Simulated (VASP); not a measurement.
Here is a VASP 6.6.1 calculation.

INCAR

```
SYSTEM = H
PREC     = Accurate       ! precision mode
ENCUT    = 520            ! plane-wave cutoff, eV
EDIFF    = 1E-8           ! SCF threshold, eV
ISMEAR   = 0              ! smearing method
SIGMA    = 0.01           ! smearing width, eV
LREAL    = .FALSE.        ! projectors in reciprocal space
LASPH    = .TRUE.         ! aspherical terms in the spheres
NELM     = 100            ! most SCF steps
ALGO     = Normal         ! electronic algorithm
ISIF     = 2              ! what is computed and relaxed
LWAVE    = .FALSE.        ! write WAVECAR
LCHARG   = .FALSE.        ! write CHGCAR
IBRION   = 8              ! ionic algorithm
NSW      = 1              ! ionic steps
LEPSILON = .TRUE.         ! dielectric tensor by DFPT
```

KPOINTS

```
Automatic mesh
0
G
  12 12 12
  0 0 0
```

POSCAR

```
H
1.0
   -1.1546394949      1.1546394949      1.6361079650
    1.1546394949     -1.1546394949      1.6361079650
    1.1546394949      1.1546394949     -1.6361079650
H
2
Direct
    0.8829159079      0.8829159079      0.0000000000
    0.1170840921      0.1170840921      0.0000000000
```

Potentials or basis: VASP PAW LDA potentials, release 64 (H).

Launch:

```sh
$ cat potpaw_LDA.64/H/POTCAR > POTCAR
$ mpirun -np 1 vasp_std > vasp.out
```

Task: What does it give for the electronic dielectric tensor (diagonal)?

Result: 2.73, 2.73, 3.83.

Task: What does it give for the Born charges (mean of the diagonal)?

Result: H +0.00 e.

Task: Estimate the highest phonon frequency at Γ.

Result: 4069 cm⁻¹.

Electronic dielectric tensor:
```
2.73 0.00 0.00
0.00 2.73 0.00
0.00 0.00 3.83
```

Caveat: the cell wasn't relaxed at this level first, which shifts response properties.
